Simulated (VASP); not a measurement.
Input of a VASP 6.6.1 run:

File INCAR:

```
SYSTEM = AlNi
  PREC = Accurate
  ENCUT = 520
  EDIFF = 1E-6
  ISMEAR = 0
  SIGMA = 0.1
  LREAL = .False.
  LASPH = .True.
  NELM = 60
  ALGO = Fast
  ISIF = 2
  LWAVE = .False.
  LCHARG = .False.
  GGA = PS
  NBANDS = 14
```

Contents of KPOINTS:

```
regular mesh
0
Gamma
  8 8 6
  0 0 0
```

Contents of POSCAR:

```
AlNi
1.0
    1.9200181183     -1.9425589801     -0.0037790393
    1.9512319427      1.9735411424      0.0255001712
    0.0173630105      0.0232309344      3.1752880394
Al Ni
1 1
Direct
   -0.0042343019      0.0203536993     -0.0081235684
    0.5000516049      0.4946897599      0.4962920952
```

Potentials or basis: VASP PAW PBE potentials, release 64 (Al, Ni).

The run is started by

```bash
$ cat potpaw_PBE.64/Al/POTCAR potpaw_PBE.64/Ni/POTCAR > POTCAR
$ mpirun -np 1 vasp_std > vasp.out
```

Predict the band gap on the k mesh.

zero (an odd number of electrons rules out a gap without spin polarisation).

What does it give for the largest force?

0.388 eV/Å.

What does it give for the pressure?

-3.0 GPa.

Forces in eV/Å, atoms in the order of the input:
```
Al  -0.226 -0.292  0.117
Ni   0.226  0.292 -0.117
```

Caveat: the stress differs along the axes, from -7 to -0 GPa; the PAW data sets were made with another functional, which shifts forces and pressure a little. Spin polarisation is off, so any magnetic state and its effect on volume and gap are missing.
